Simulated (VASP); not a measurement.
# BAs (lda) (F-43m) in VASP: further runs

Runs on BAs (lda). Level: LDA. Tasks: single point, relaxation of cell and atoms.

Program: VASP 6.6.1. These are calculated values, not measurements. Logs are shortened: lines on timing, memory, paths and dates and some standing lists are left out, and cuts for length are marked.

### 1 The cell of the first run

It takes space group F-43m (No. 216, cubic). The conventional cell has a = 4.567 Å, b = 4.567 Å, c = 4.567 Å, α = 90.00°, β = 90.00°, γ = 90.00°. Within 2.6 Å of B (site symmetry -43m) lie 4 As at 1.98 Å. Within 2.6 Å of As (site symmetry -43m) lie 4 B at 1.98 Å.

### 2 Single point, LDA

INCAR reads:

```
SYSTEM = BAs
PREC = Accurate
ENCUT = 500
EDIFF = 1E-6
ISMEAR = 0
SIGMA = 0.02
LREAL = .FALSE.
LASPH = .TRUE.
NELM = 120
ALGO = Normal
ISIF = 2
LWAVE = .FALSE.
LCHARG = .FALSE.
NBANDS = 11
GGA_COMPAT = .FALSE.
```

KPOINTS reads:

```
Automatic mesh
0
G
  10 10 10
  0 0 0
```

POSCAR reads:

```
BAs
1.0
    0.0000000000      2.2835970547      2.2835970547
    2.2835970547      0.0000000000      2.2835970547
    2.2835970547      2.2835970547      0.0000000000
B As
1 1
Direct
    0.0000000000      0.0000000000      0.0000000000
    0.2500000000      0.2500000000      0.2500000000
```

Potentials or basis: VASP PAW LDA potentials, release 64 (B, As).

Launch:

```
$ cat potpaw_LDA.64/B/POTCAR potpaw_LDA.64/As/POTCAR > POTCAR
$ mpirun -np 1 vasp_std > vasp.out
```

OUTCAR:

```text
SYSTEM = BAs
   PREC = Accurate
   ENCUT = 500
   EDIFF = 1E-6
   ISMEAR = 0
   LREAL = .FALSE.
   LASPH = .TRUE.
   NELM = 120
   ISIF = 2

 ion  position               nearest neighbor table
   1  0.000  0.000  0.000-   2 1.98   2 1.98   2 1.98   2 1.98
   2  0.250  0.250  0.250-   1 1.98   1 1.98   1 1.98   1 1.98

  LATTYP: Found a face centered cubic cell.
 ALAT       =     4.5671941094

  Lattice vectors:

 A1 = (   0.0000000000,   2.2835970547,   2.2835970547)
 A2 = (   2.2835970547,   0.0000000000,   2.2835970547)
 A3 = (   2.2835970547,   2.2835970547,   0.0000000000)

Analysis of symmetry for initial positions (statically):
=====================================================================
 Subroutine PRICEL returns:
 Original cell was already a primitive cell.

 Routine SETGRP: Setting up the symmetry group for a
 face centered cubic supercell.

 Subroutine GETGRP returns: Found 24 space group operations
 (whereof 24 operations were pure point group operations)
 out of a pool of 48 trial point group operations.

The static configuration has the point symmetry T_d .

Analysis of symmetry for dynamics (positions and initial velocities):
=====================================================================
 Subroutine PRICEL returns:
 Original cell was already a primitive cell.

 Routine SETGRP: Setting up the symmetry group for a
 face centered cubic supercell.

 Subroutine GETGRP returns: Found 24 space group operations
 (whereof 24 operations were pure point group operations)
 out of a pool of 48 trial point group operations.

The dynamic configuration has the point symmetry T_d .

 Subroutine INISYM returns: Found 24 space group operations
 (whereof 24 operations are pure point group operations),
 and found     1 'primitive' translations

----------------------------------------------------------------------------------------

                                     Primitive cell

  volume of cell :      23.8171

  direct lattice vectors                    reciprocal lattice vectors
     0.000000000  2.283597055  2.283597055    -0.218952813  0.218952813  0.218952813
     2.283597055  0.000000000  2.283597055     0.218952813 -0.218952813  0.218952813
     2.283597055  2.283597055  0.000000000     0.218952813  0.218952813 -0.218952813

  length of vectors
     3.229493926  3.229493926  3.229493926     0.379237397  0.379237397  0.379237397

  position of ions in fractional coordinates (direct lattice)
     0.000000000  0.000000000  0.000000000
     0.250000000  0.250000000  0.250000000

  ion indices of the primitive-cell ions
   primitive index   ion index
                 1           1
                 2           2

----------------------------------------------------------------------------------------

 KPOINTS: Automatic mesh

Automatic generation of k-mesh.
 Grid dimensions read from file:
 generate k-points for:   10   10   10

 Generating k-lattice:

  Cartesian coordinates                     Fractional coordinates (reciprocal lattice)
    -0.021895281  0.021895281  0.021895281     0.100000000  0.000000000  0.000000000
     0.021895281 -0.021895281  0.021895281     0.000000000  0.100000000  0.000000000
     0.021895281  0.021895281 -0.021895281     0.000000000  0.000000000  0.100000000

  Length of vectors
     0.037923740  0.037923740  0.037923740

  Shift w.r.t. Gamma in fractional coordinates (k-lattice)
     0.000000000  0.000000000  0.000000000

 Subroutine IBZKPT returns following result:
 ===========================================

 Found     47 irreducible k-points:

 Following reciprocal coordinates:
            Coordinates               Weight
  0.000000  0.000000  0.000000      1.000000
  0.100000  0.000000  0.000000      8.000000
  0.200000  0.000000  0.000000      8.000000
  0.300000  0.000000  0.000000      8.000000
  0.400000  0.000000  0.000000      8.000000
  0.500000  0.000000  0.000000      4.000000
[... 16 lines left out ...]
  0.300000  0.300000  0.000000      6.000000
  0.400000  0.300000  0.000000     24.000000
 [... further k-points ...]
   k-points           NKPTS =     47   k-points in BZ     NKDIM =     47   number of bands    NBANDS=     11
   number of dos      NEDOS =    301   number of ions     NIONS =      2
   total plane-waves  NPLWV =  13824
   dimension x,y,z NGX =    24 NGY =   24 NGZ =   24
   dimension x,y,z NGXF=    48 NGYF=   48 NGZF=   48
   ions per type =               1   1
   NGX,Y,Z   is equivalent  to a cutoff of  12.35, 12.35, 12.35 a.u.
   NGXF,Y,Z  is equivalent  to a cutoff of  24.71, 24.71, 24.71 a.u.
 SYSTEM =  BAs
   PREC   = accura    normal or accurate (medium, high low for compatibility)
   ISTART =      0    job   : 0-new  1-cont  2-samecut
   ICHARG =      2    charge: 1-file 2-atom 10-const
   ISPIN  =      1    spin polarized calculation?
   LNONCOLLINEAR =      F non collinear calculations
   LSORBIT =      F    spin-orbit coupling
   LASPH  =      T    aspherical Exc in radial PAW
   ENCUT  =  500.0 eV  36.75 Ry    6.06 a.u.   5.89  5.89  5.89*2*pi/ulx,y,z
   NELM   =    120;   NELMIN=  2; NELMDL= -5     # of ELM steps
   EDIFF  = 0.1E-05   stopping-criterion for ELM
   LREAL  =      F    real-space projection
   EDIFFG = 0.1E-04   stopping-criterion for IOM
   NSW    =      0    number of steps for IOM
   IBRION =     -1    ionic relax: 0-MD 1-quasi-New 2-CG
   NFREE  =      0    steps in history (QN), initial steepest desc. (CG)
   ISIF   =      2    stress and relaxation
   ISYM   =      2    0-nonsym 1-usesym 2-fastsym
   POTIM  = 0.5000    time-step for ionic-motion
   TEBEG  =    0.0;   TEEND  =   0.0 temperature during run
   PSTRESS=    0.0 pullay stress
   NELECT =       8.0000    total number of electrons
   NUPDOWN=      -1.0000    fix difference up-down
   EMIN   =  10.00;   EMAX   =-10.00  energy-range for DOS
   EFERMI =   0.00;   METHOD = LEGACY
   ISMEAR =     0;   SIGMA  =   0.02  broadening in eV -4-tet -1-fermi 0-gaus
   EFERMI_NEDOS =   21; number of points for ismear=-14 and -15
   IALGO  =     38    algorithm
   IMIX   =      4    mixing-type and parameters
     AMIX     =   0.40;   BMIX     =  1.00
     AMIX_MAG =   1.60;   BMIX_MAG =  1.00
  volume/ion in A,a.u.               =      11.91        80.36
  Fermi-wavevector in a.u.,A,eV,Ry     =   1.137999  2.150507 17.620124  1.295043
  Thomas-Fermi vector in A             =   2.274704
   LORBIT       =      0    0 simple, 1 ext, 2 COOP (PROOUT), +10 PAW based schemes
   GGA     = CA    functional components
   LHFCALC =     F    Hartree Fock is set to
   AEXX    =    0.0000 exact exchange contribution
   IVDW    =     0    specifies the selected vdW correction
   LEPSILON=     F    determine dielectric tensor
   LRPA    =     F    only Hartree local field effects (RPA)
 non-spin polarized calculation
 Gauss-broadening in eV      SIGMA  =   0.02
  energy-cutoff  :      500.00
  volume of cell :       23.82
 maximum number of plane-waves:       620
   NGX = 11   NGY = 11   NGZ = 11

 number of electron       7.9999999 magnetization

 Free energy of the ion-electron system (eV)
  ---------------------------------------------------
  ext. energy  EPLUGINS =         0.00000000
  ---------------------------------------------------
  free energy    TOTEN  =       -12.75635699 eV

  energy without entropy =      -12.75635699  energy(sigma->0) =      -12.75635699

 E-fermi :   7.8994     XC(G=0): -11.3546

 val. band max:        7.7666338735   @ k =   0.0000   0.0000   0.0000
 cond. band min:       8.7634131041   @ k =   0.4000   0.4000   0.0000
 fundamental gap:      0.9967792306
 Fermi energy:         7.8993561541

 k-point     1 :       0.0000    0.0000    0.0000
  band No.  band energies     occupation
      1      -8.9046      2.00000
      2       7.7666      2.00000
      3       7.7666      2.00000
      4       7.7666      2.00000
      5      11.2053      0.00000
      6      11.2053      0.00000
      7      11.2053      0.00000
      8      14.2359      0.00000
      9      17.8620      0.00000
     10      21.3832      0.00000
     11      21.3832      0.00000

 k-point     2 :       0.1000    0.0000    0.0000
  band No.  band energies     occupation
      1      -8.7200      2.00000
      2       6.2787      2.00000
      3       7.4164      2.00000
      4       7.4164      2.00000
      5      11.5743      0.00000
      6      11.6610      0.00000
      7      11.6610      0.00000
      8      14.8365      0.00000
      9      18.6193      0.00000
     10      20.0696      0.00000
     11      20.0696      0.00000

 k-point     3 :       0.2000    0.0000    0.0000
  band No.  band energies     occupation
      1      -8.1731      2.00000
      2       3.6904      2.00000
      3       6.7637      2.00000
      4       6.7637      2.00000
      5      11.6185      0.00000
      6      12.4459      0.00000
      7      12.4459      0.00000
      8      16.0054      0.00000
      9      19.2711      0.00000
     10      19.2711      0.00000
     11      19.6534      0.00000

 k-point     4 :       0.3000    0.0000    0.0000
  band No.  band energies     occupation
      1      -7.2953      2.00000
      2       1.1399      2.00000
      3       6.1954      2.00000
      4       6.1954      2.00000
      5      11.4697      0.00000
      6      12.8074      0.00000
      7      12.8074      0.00000
      8      16.7487      0.00000
      9      19.8457      0.00000
     10      19.8457      0.00000
     11      19.8881      0.00000

 k-point     5 :       0.4000    0.0000    0.0000
  band No.  band energies     occupation
      1      -6.2098      2.00000
      2      -1.0002      2.00000
      3       5.8339      2.00000
      4       5.8339      2.00000
      5      11.3518      0.00000
      6      12.7476      0.00000
      7      12.7476      0.00000
      8      16.7797      0.00000
      9      20.7336      0.00000
     10      21.6293      0.00000
     11      21.6293      0.00000
[... 211 lines left out ...]
 k-point    21 :      -0.3000    0.2000    0.0000
  band No.  band energies     occupation
      1      -5.9820      2.00000
      2       0.1058      2.00000
      3       2.5737      2.00000
      4       5.5441      2.00000
      5      11.5267      0.00000
      6      14.0929      0.00000
      7      14.5722      0.00000
      8      16.6241      0.00000
      9      18.8173      0.00000
     10      20.6833      0.00000
     11      24.2379      0.00000

 k-point    22 :      -0.2000    0.2000    0.0000
  band No.  band energies     occupation
      1      -6.9974      2.00000
      2       1.9391      2.00000
      3       3.1095      2.00000
      4       6.3077      2.00000
      5      12.1386      0.00000
      6      13.2262      0.00000
      7      14.2744      0.00000
      8      15.4492      0.00000
      9      17.8586      0.00000
     10      21.1486      0.00000
     11      23.3294      0.00000

 k-point    23 :       0.3000    0.3000    0.0000
  band No.  band energies     occupation
      1      -6.7382      2.00000
      2       2.4092      2.00000
      3       4.1065      2.00000
      4       4.1065      2.00000
      5       9.0352      0.00000
      6      11.3901      0.00000
      7      17.0351      0.00000
      8      17.0351      0.00000
      9      19.9560      0.00000
     10      23.6991      0.00000
     11      24.3639      0.00000

 k-point    24 :       0.4000    0.3000    0.0000
  band No.  band energies     occupation
      1      -5.8984      2.00000
      2       0.9872      2.00000
      3       3.2088      2.00000
      4       3.7729      2.00000
      5       9.3516      0.00000
      6      11.1227      0.00000
      7      17.5435      0.00000
      8      17.6700      0.00000
      9      20.8835      0.00000
     10      24.6028      0.00000
     11      25.2610      0.00000

 [... further k-points ...]
[... 5 lines left out ...]
  --------------------------------------------------------------------------------------
  -------------------------------------------------------------------------------------
  Total        3.1123084      3.1123084      3.1123084     -0.0000000      0.0000000      0.0000000
  in kB      209.3653387    209.3653387    209.3653387     -0.0000000      0.0000000      0.0000000
  external PRESSURE =     209.3653387 kB  Pullay stress =       0.0000000 kB

 VOLUME and BASIS-vectors are now :
 -----------------------------------------------------------------------------
  energy-cutoff  :      500.00
  volume of cell :       23.82
      direct lattice vectors                 reciprocal lattice vectors
     0.000000000  2.283597055  2.283597055    -0.218952813  0.218952813  0.218952813
     2.283597055  0.000000000  2.283597055     0.218952813 -0.218952813  0.218952813
     2.283597055  2.283597055  0.000000000     0.218952813  0.218952813 -0.218952813

 POSITION                                       TOTAL-FORCE (eV/Angst)
 -----------------------------------------------------------------------------------
      0.00000      0.00000      0.00000        -0.000000     -0.000000     -0.000000
      1.14180      1.14180      1.14180         0.000000      0.000000      0.000000
 -----------------------------------------------------------------------------------
    total drift:                                0.000000      0.000000      0.000000

  FREE ENERGIE OF THE ION-ELECTRON SYSTEM (eV)
  ---------------------------------------------------
  free  energy   TOTEN  =       -12.7563569874 eV

  energy  without entropy=      -12.7563569874  energy(sigma->0) =      -12.75635699
```

Run time: 6.2 s. Hardware: 1 thread of Intel Xeon Platinum 8488C (Sapphire Rapids), shared host; peak memory 0.13 GiB.

What came out:

| Item | Value |
| --- | --- |
| Free energy | -12.7564 eV |
| Pressure | 20.9 GPa |
| Band gap on the k mesh | 1.00 eV, indirect (least direct gap 3.44 eV) |

Levels at points of the mesh, in eV from the valence-band top:
```csv
k point,band 1,band 2,band 3,band 4,band 5,band 6,band 7,band 8
"(0.00, 0.00, 0.00)",-16.67,0.00,0.00,0.00,3.44,3.44,3.44,6.47
"(0.50, 0.00, 0.00)",-13.30,-9.81,-2.06,-2.06,3.54,4.91,4.91,8.93
"(0.50, 0.50, 0.00)",-11.80,-9.22,-4.67,-4.67,1.22,1.24,12.57,12.57
```

A k mesh can miss the band edges. Expect the measured gap to be larger: semilocal functionals such as LDA lack the derivative discontinuity.

(Part 1 of 3 ends here.)
